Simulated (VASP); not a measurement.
# Ge (Cmmm) in VASP: notebook

The runs below take Ge through single point, with r2SCAN.

Everything below comes from runs of VASP 6.6.1. Logs are shortened: lines on timing, memory, paths and dates and some standing lists are left out, and cuts for length are marked.

## 1. The cell of the first run

Symmetry: Cmmm, No. 65, orthorhombic system. The conventional cell has a = 2.749 Å, b = 5.117 Å, c = 2.787 Å, α = 90.00°, β = 90.00°, γ = 90.00°. Ge (site symmetry mmm) has 8 Ge at 2.75 to 2.90 Å within 3.6 Å.

## 2. Single point, r2SCAN

Input file POSCAR:

```
Ge
1.0
    1.3746103974     -2.5585648577      0.0000000000
    1.3746103974      2.5585648577      0.0000000000
    0.0000000000      0.0000000000      2.7874387103
Ge
1
Direct
    0.5000000000      0.5000000000      0.0000000000
```

Input file INCAR.step1:

```
  PREC = Accurate
  ENCUT = 520
  ISMEAR = 0
  SIGMA = 0.15
  LREAL = False
  LASPH = True
  NELM = 80
  NBANDS = 13
  GGA = PE
  ALGO = Normal
  EDIFF = 1E-4
  LWAVE = True
  LCHARG = False
```

Input file INCAR.step2:

```
  PREC = Accurate
  ENCUT = 520
  EDIFF = 1E-7
  ISMEAR = 0
  SIGMA = 0.15
  LREAL = False
  LASPH = True
  NELM = 80
  ALGO = Normal
  ISIF = 2
  LWAVE = False
  LCHARG = True
  METAGGA = R2SCAN
  LMIXTAU = True
  LELF = True
  LVHAR = True
  NBANDS = 13
  ISTART = 1
```

Input file KPOINTS:

```
regular mesh
0
Gamma
  22 22 20
```

Potentials or basis: VASP PAW PBE potentials, release 64 (Ge_d).

Command:

```sh
$ cat potpaw_PBE.64/Ge_d/POTCAR > POTCAR
$ cp INCAR.step1 INCAR
$ mpirun -np 1 vasp_std > vasp.out
$ cp INCAR.step2 INCAR
$ mpirun -np 1 vasp_std > vasp.out
```

OUTCAR:

```text
PREC = Accurate
   ENCUT = 520
   EDIFF = 1E-7
   ISMEAR = 0
   LREAL = False
   LASPH = True
   NELM = 80
   ISIF = 2
   METAGGA = R2SCAN
   ISTART = 1

 ion  position               nearest neighbor table
   1  0.500  0.500  0.000-

  LATTYP: Found a base centered orthorhombic cell.
 ALAT       =     2.7492207948
 B/A-ratio  =     1.8613018369
 C/A-ratio  =     1.0139013627

  Lattice vectors:

 A1 = (   1.3746103974,  -2.5585648577,   0.0000000000)
 A2 = (   1.3746103974,   2.5585648577,   0.0000000000)
 A3 = (   0.0000000000,   0.0000000000,   2.7874387103)

Analysis of symmetry for initial positions (statically):
=====================================================================
 Subroutine PRICEL returns:
 Original cell was already a primitive cell.

 Routine SETGRP: Setting up the symmetry group for a
 base centered orthorhombic supercell.

 Subroutine GETGRP returns: Found  8 space group operations
 (whereof  8 operations were pure point group operations)
 out of a pool of  8 trial point group operations.

The static configuration has the point symmetry D_2h.

Analysis of symmetry for dynamics (positions and initial velocities):
=====================================================================
 Subroutine PRICEL returns:
 Original cell was already a primitive cell.

 Routine SETGRP: Setting up the symmetry group for a
 base centered orthorhombic supercell.

 Subroutine GETGRP returns: Found  8 space group operations
 (whereof  8 operations were pure point group operations)
 out of a pool of  8 trial point group operations.

The dynamic configuration has the point symmetry D_2h.

 Subroutine INISYM returns: Found  8 space group operations
 (whereof  8 operations are pure point group operations),
 and found     1 'primitive' translations

----------------------------------------------------------------------------------------

                                     Primitive cell

  volume of cell :      19.6070

  direct lattice vectors                    reciprocal lattice vectors
     1.374610397 -2.558564858  0.000000000     0.363739428 -0.195422054  0.000000000
     1.374610397  2.558564858  0.000000000     0.363739428  0.195422054  0.000000000
     0.000000000  0.000000000  2.787438710     0.000000000  0.000000000  0.358752283

  length of vectors
     2.904446225  2.904446225  2.787438710     0.412911796  0.412911796  0.358752283

  position of ions in fractional coordinates (direct lattice)
     0.500000000  0.500000000  0.000000000

  ion indices of the primitive-cell ions
   primitive index   ion index
                 1           1

----------------------------------------------------------------------------------------

 KPOINTS: regular mesh

Automatic generation of k-mesh.
 Grid dimensions read from file:
 generate k-points for:   22   22   20

 Generating k-lattice:

  Cartesian coordinates                     Fractional coordinates (reciprocal lattice)
     0.016533610 -0.008882821  0.000000000     0.045454545  0.000000000  0.000000000
     0.016533610  0.008882821  0.000000000     0.000000000  0.045454545  0.000000000
     0.000000000  0.000000000  0.017937614     0.000000000  0.000000000  0.050000000

  Length of vectors
     0.018768718  0.018768718  0.017937614

  Shift w.r.t. Gamma in fractional coordinates (k-lattice)
     0.000000000  0.000000000  0.000000000

 Subroutine IBZKPT returns following result:
 ===========================================

 Found   1463 irreducible k-points:

 Following reciprocal coordinates:
            Coordinates               Weight
  0.000000  0.000000  0.000000      1.000000
  0.045455  0.000000  0.000000      4.000000
  0.090909  0.000000  0.000000      4.000000
  0.136364  0.000000  0.000000      4.000000
  0.181818  0.000000  0.000000      4.000000
  0.227273  0.000000  0.000000      4.000000
[... 16 lines left out ...]
  0.500000  0.045455  0.000000      4.000000
 -0.454545  0.045455  0.000000      4.000000
 [... further k-points ...]
   k-points           NKPTS =   1463   k-points in BZ     NKDIM =   1463   number of bands    NBANDS=     13
   number of dos      NEDOS =    301   number of ions     NIONS =      1
   total plane-waves  NPLWV =  13824
   dimension x,y,z NGX =    24 NGY =   24 NGZ =   24
   dimension x,y,z NGXF=    48 NGYF=   48 NGZF=   48
   ions per type =               1
   NGX,Y,Z   is equivalent  to a cutoff of  13.74, 13.74, 14.31 a.u.
   NGXF,Y,Z  is equivalent  to a cutoff of  27.47, 27.47, 28.63 a.u.
 SYSTEM =  unknown system
   PREC   = accura    normal or accurate (medium, high low for compatibility)
   ISTART =      1    job   : 0-new  1-cont  2-samecut
   ICHARG =      0    charge: 1-file 2-atom 10-const
   ISPIN  =      1    spin polarized calculation?
   LNONCOLLINEAR =      F non collinear calculations
   LSORBIT =      F    spin-orbit coupling
   LASPH  =      T    aspherical Exc in radial PAW
   ENCUT  =  520.0 eV  38.22 Ry    6.18 a.u.   5.40  5.40  5.18*2*pi/ulx,y,z
   NELM   =     80;   NELMIN=  2; NELMDL=  0     # of ELM steps
   EDIFF  = 0.1E-06   stopping-criterion for ELM
   LREAL  =      F    real-space projection
   EDIFFG = 0.1E-05   stopping-criterion for IOM
   NSW    =      0    number of steps for IOM
   IBRION =     -1    ionic relax: 0-MD 1-quasi-New 2-CG
   NFREE  =      0    steps in history (QN), initial steepest desc. (CG)
   ISIF   =      2    stress and relaxation
   ISYM   =      2    0-nonsym 1-usesym 2-fastsym
   POTIM  = 0.5000    time-step for ionic-motion
   TEBEG  =    0.0;   TEEND  =   0.0 temperature during run
   PSTRESS=    0.0 pullay stress
   NELECT =      14.0000    total number of electrons
   NUPDOWN=      -1.0000    fix difference up-down
   EMIN   =  10.00;   EMAX   =-10.00  energy-range for DOS
   EFERMI =   0.00;   METHOD = LEGACY
   ISMEAR =     0;   SIGMA  =   0.15  broadening in eV -4-tet -1-fermi 0-gaus
   EFERMI_NEDOS =   21; number of points for ismear=-14 and -15
   IALGO  =     38    algorithm
   IMIX   =      4    mixing-type and parameters
     AMIX     =   0.40;   BMIX     =  1.00
     AMIX_MAG =   1.60;   BMIX_MAG =  1.00
  volume/ion in A,a.u.               =      19.61       132.31
  Fermi-wavevector in a.u.,A,eV,Ry     =   1.463234  2.765111 29.130796  2.141053
  Thomas-Fermi vector in A             =   2.579353
   LORBIT       =      0    0 simple, 1 ext, 2 COOP (PROOUT), +10 PAW based schemes
   METAGGA = R2SCAN    functional components
   LHFCALC =     F    Hartree Fock is set to
   AEXX    =    0.0000 exact exchange contribution
   IVDW    =     0    specifies the selected vdW correction
   LEPSILON=     F    determine dielectric tensor
   LRPA    =     F    only Hartree local field effects (RPA)
 non-spin polarized calculation
 Gauss-broadening in eV      SIGMA  =   0.15
  energy-cutoff  :      520.00
  volume of cell :       19.61
 maximum number of plane-waves:       551
 NGX is ok and might be reduce to    24

 number of electron      13.9999998 magnetization

 Free energy of the ion-electron system (eV)
  ---------------------------------------------------
  ext. energy  EPLUGINS =         0.00000000
  ---------------------------------------------------
  free energy    TOTEN  =       -13.45943004 eV

  energy without entropy =      -13.45457341  energy(sigma->0) =      -13.45700172

 E-fermi :   6.1090     XC(G=0): -12.0722

 val. band max:        6.1017003746   @ k =   0.5000   0.2727   0.0000
 cond. band min:       6.1105904465   @ k =  -0.2727   0.2727   0.1500
 fundamental gap:      0.0088900718
 Fermi energy:         6.1090374945

 k-point     1 :       0.0000    0.0000    0.0000
  band No.  band energies     occupation
      1     -19.3736      2.00000
      2     -19.3352      2.00000
      3     -19.2752      2.00000
      4     -19.1678      2.00000
      5     -19.1478      2.00000
      6      -7.4251      2.00000
      7      11.8235      0.00000
      8      14.3581      0.00000
      9      15.8532      0.00000
     10      16.0483      0.00000
     11      19.8739      0.00000
     12      22.5531      0.00000
     13      22.8637      0.00000

 k-point     2 :       0.0455    0.0000    0.0000
  band No.  band energies     occupation
      1     -19.3713      2.00000
      2     -19.3328      2.00000
      3     -19.2756      2.00000
      4     -19.1683      2.00000
      5     -19.1491      2.00000
      6      -7.3701      2.00000
      7      11.8780      0.00000
      8      14.1064      0.00000
      9      15.2754      0.00000
     10      16.2362      0.00000
     11      19.9942      0.00000
     12      21.3862      0.00000
     13      23.2421      0.00000

 k-point     3 :       0.0909    0.0000    0.0000
  band No.  band energies     occupation
      1     -19.3651      2.00000
      2     -19.3260      2.00000
      3     -19.2764      2.00000
      4     -19.1695      2.00000
      5     -19.1529      2.00000
      6      -7.2051      2.00000
      7      12.0407      0.00000
      8      13.3515      0.00000
      9      14.2383      0.00000
     10      16.4383      0.00000
     11      19.5187      0.00000
     12      21.3380      0.00000
     13      24.2247      0.00000
[... 305 lines left out ...]
 k-point    23 :       0.5000    0.0455    0.0000
  band No.  band energies     occupation
      1     -19.3649      2.00000
      2     -19.2559      2.00000
      3     -19.2199      2.00000
      4     -19.1805      2.00000
      5     -19.1610      2.00000
      6      -1.8231      2.00000
      7       0.7949      2.00000
      8       9.6387      0.00000
      9      15.1523      0.00000
     10      16.1951      0.00000
     11      22.1646      0.00000
     12      22.6534      0.00000
     13      23.3833      0.00000

 k-point    24 :      -0.4545    0.0455    0.0000
  band No.  band energies     occupation
      1     -19.3624      2.00000
      2     -19.2586      2.00000
      3     -19.2167      2.00000
      4     -19.1798      2.00000
      5     -19.1696      2.00000
      6      -2.6185      2.00000
      7       1.8171      2.00000
      8       9.6726      0.00000
      9      15.3366      0.00000
     10      15.8267      0.00000
     11      21.1862      0.00000
     12      23.2306      0.00000
     13      24.5669      0.00000

 [... further k-points ...]
[... 5 lines left out ...]
  --------------------------------------------------------------------------------------
  -------------------------------------------------------------------------------------
  Total        0.1356829     -0.1991853     -0.9991083     -0.0000000      0.0000000      0.0000000
  in kB       11.0872647    -16.2763285    -81.6416491     -0.0000000      0.0000000      0.0000000
  external PRESSURE =     -28.9435710 kB  Pullay stress =       0.0000000 kB

 VOLUME and BASIS-vectors are now :
 -----------------------------------------------------------------------------
  energy-cutoff  :      520.00
  volume of cell :       19.61
      direct lattice vectors                 reciprocal lattice vectors
     1.374610397 -2.558564858  0.000000000     0.363739428 -0.195422054  0.000000000
     1.374610397  2.558564858  0.000000000     0.363739428  0.195422054  0.000000000
     0.000000000  0.000000000  2.787438710     0.000000000  0.000000000  0.358752283

 POSITION                                       TOTAL-FORCE (eV/Angst)
 -----------------------------------------------------------------------------------
      1.37461      0.00000      0.00000         0.000000      0.000000      0.000000
 -----------------------------------------------------------------------------------
    total drift:                               -0.000000     -0.000000     -0.000000

  FREE ENERGIE OF THE ION-ELECTRON SYSTEM (eV)
  ---------------------------------------------------
  free  energy   TOTEN  =       -13.4594300414 eV

  energy  without entropy=      -13.4545734053  energy(sigma->0) =      -13.45700172
```

Run time: 39 min. Hardware: 1 thread of AMD EPYC 7R43 (Zen 3), shared host; peak memory 0.39 GiB.

What came out:

| Property | Result |
| --- | --- |
| Free energy | -13.4594 eV |
| Pressure | -2.9 GPa |
| Band gap on the k mesh | zero (bands 7 and 8 overlap by 9.03 eV) |

Stress tensor (GPa, compression positive):
```
 1.11  0.00  0.00
 0.00 -1.63  0.00
 0.00  0.00 -8.16
```

Levels at points of the mesh, in eV from the Fermi level:
| k point | band 4 | band 5 | band 6 | band 7 | band 8 | band 9 | band 10 | band 11 |
| --- | --- | --- | --- | --- | --- | --- | --- | --- |
| (0.00, 0.00, 0.00) | -25.28 | -25.26 | -13.53 | 5.71 | 8.25 | 9.74 | 9.94 | 13.76 |
| (0.50, 0.00, 0.00) | -25.29 | -25.27 | -7.78 | -5.57 | 4.10 | 8.38 | 10.12 | 16.42 |
| (0.50, 0.50, 0.00) | -25.28 | -25.27 | -8.75 | -5.81 | 6.06 | 9.37 | 10.13 | 15.92 |
| (0.00, 0.00, 0.50) | -25.32 | -25.31 | -10.12 | -5.93 | 10.86 | 12.56 | 16.88 | 18.03 |
| (0.50, 0.00, 0.50) | -25.27 | -25.19 | -3.90 | -2.91 | -1.43 | 4.09 | 6.70 | 12.19 |
| (0.50, 0.50, 0.50) | -25.28 | -25.22 | -4.98 | -3.09 | -2.15 | 3.68 | 8.68 | 14.17 |

Caveat: the stress differs along the axes, from -8 to 1 GPa; the PAW data sets were made with another functional, which shifts forces and pressure a little.

## 3. Single point, r2SCAN

This run uses another cell than the first one, of the same volume but with other edges.

Input file POSCAR:

```
Ge
1.0
    1.5050331364     -2.8013209412      0.0000000000
    1.5050331364      2.8013209412      0.0000000000
    0.0000000000      0.0000000000      2.3252649872
Ge
1
Direct
    0.5000000000      0.5000000000      0.0000000000
```

Input file INCAR.step1:

```
PREC = Accurate
ENCUT = 520
ISMEAR = 0
SIGMA = 0.15
LREAL = False
LASPH = True
NELM = 60
NBANDS = 13
GGA = PE
ALGO = Normal
EDIFF = 1E-4
LWAVE = True
LCHARG = False
```

Input file INCAR.step2:

```
PREC = Accurate
ENCUT = 520
EDIFF = 1E-7
ISMEAR = 0
SIGMA = 0.15
LREAL = False
LASPH = True
NELM = 60
ALGO = Normal
ISIF = 2
LWAVE = False
LCHARG = True
METAGGA = R2SCAN
LMIXTAU = True
LELF = True
LVHAR = True
NBANDS = 13
ISTART = 1
```

KPOINTS is that of step 2.

Potentials or basis: VASP PAW PBE potentials, release 64 (Ge_d).

Command:

```sh
$ cat potpaw_PBE.64/Ge_d/POTCAR > POTCAR
$ cp INCAR.step1 INCAR
$ mpirun -np 1 vasp_std > vasp.out
$ cp INCAR.step2 INCAR
$ mpirun -np 1 vasp_std > vasp.out
```

Run time: 26 min. Hardware: 1 thread of AMD EPYC 7R43 (Zen 3), shared host; peak memory 0.39 GiB.

The run converged. Its results:

```
Free energy            : -13.1155 eV
Pressure               : 5.1 GPa
Band gap on the k mesh : zero (bands 7 and 8 overlap by 8.70 eV)
```

Stress tensor (GPa, compression positive):
```
-10.06   0.00   0.00
  0.00 -10.80   0.00
  0.00   0.00  36.02
```

Levels at points of the mesh, in eV from the Fermi level:
```tsv
k point	band 5	band 6	band 7	band 8	band 9	band 10
(0.00, 0.00, 0.00)	-25.31	-13.73	4.12	5.31	9.41	11.40
(0.50, 0.00, 0.00)	-25.32	-9.98	-5.81	1.31	6.02	16.95
(0.50, 0.50, 0.00)	-25.31	-10.66	-5.92	2.79	7.39	16.41
(0.00, 0.00, 0.50)	-25.21	-6.71	-5.94	9.71	10.92	14.57
(0.50, 0.00, 0.50)	-25.15	-3.32	-2.20	-0.26	4.65	6.86
(0.50, 0.50, 0.50)	-25.16	-3.78	-3.03	-0.33	4.41	8.36
```

Caveat: the stress differs along the axes, from -11 to 36 GPa; the PAW data sets were made with another functional, which shifts forces and pressure a little.
